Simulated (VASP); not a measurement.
Input of a VASP 6.6.1 run:

INCAR

```
SYSTEM = WSe2
PREC     = Accurate       ! precision mode
ENCUT    = 520            ! plane-wave cutoff, eV
EDIFF    = 1E-7           ! SCF threshold, eV
ISMEAR   = 0              ! smearing method
SIGMA    = 0.01           ! smearing width, eV
LREAL    = .False.        ! projectors in reciprocal space
LASPH    = .True.         ! aspherical terms in the spheres
NELM     = 80             ! most SCF steps
ALGO     = Normal         ! electronic algorithm
ISIF     = 2              ! what is computed and relaxed
LWAVE    = .False.        ! write WAVECAR
LCHARG   = .False.        ! write CHGCAR
GGA      = PE             ! functional
NBANDS   = 35             ! bands
```

File KPOINTS:

```
Automatic mesh
0
Gamma
  8 8 2
  0 0 0
```

Contents of POSCAR:

```
WSe2
1.0
    3.3199330000      0.0000000000      0.0000000000
   -1.6599660000      2.8751460000      0.0000000000
    0.0000000000      0.0000000000     13.7371870000
W Se
2 4
Direct
    0.6666670000      0.3333330000      0.7500000000
    0.3333330000      0.6666670000      0.2500000000
    0.3333330000      0.6666670000      0.8710010000
    0.6666670000      0.3333330000      0.3710010000
    0.3333330000      0.6666670000      0.6289990000
    0.6666670000      0.3333330000      0.1289990000
```

Potentials or basis: VASP PAW PBE potentials, release 64 (W_sv, Se).

Run with:

```console
$ cat potpaw_PBE.64/W_sv/POTCAR potpaw_PBE.64/Se/POTCAR > POTCAR
$ mpirun -np 1 vasp_std > vasp.out
```

(1) Predict the pressure.

(2) What does it give for the largest force?

(3) What does it give for the band gap on the k mesh?

## Answers

(1) 1.9 GPa.

(2) 0.301 eV/Å.

(3) 1.32 eV, indirect (least direct gap 1.84 eV).

Caveat: spin-orbit coupling is left out, which moves the levels of the heavy elements; this functional lacks dispersion, which binds the layers, so the pressure and a relaxed spacing across them are unreliable.
